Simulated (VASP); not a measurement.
Runs of VASP 6.6.1 on MgS (Niningerite). The structure is that of space group Fm-3m (No. 225), or close to it. The cells are those of the table. 

| cell | gap on the mesh (eV) | pressure (GPa) |
| --- | --- | --- |
| a = 3.552 Å, angles 60.0°, 2 atoms | 3.00 | 11.1 |
| a = 3.585 Å, angles 60.0°, 2 atoms | (b) | (a) |
| a = 3.648 Å, angles 60.0°, 2 atoms | 2.83 | (c) |
| a = 3.740 Å, angles 60.0°, 2 atoms | 2.67 | -2.6 |
| a = 3.769 Å, angles 60.0°, 2 atoms | 2.61 | -4.0 |

Alike in all rows: task single point; level PBE; potentials or basis VASP PAW PBE potentials, release 64 (Mg, S); no spin polarisation; k mesh 6 × 6 × 6; cutoff (eV) 520; smearing gaussian 0.01 eV.

Task: Estimate the missing entries.

Result: (a) 8.0; (b) 2.94; (c) 3.0.

A k mesh can miss the band edges.
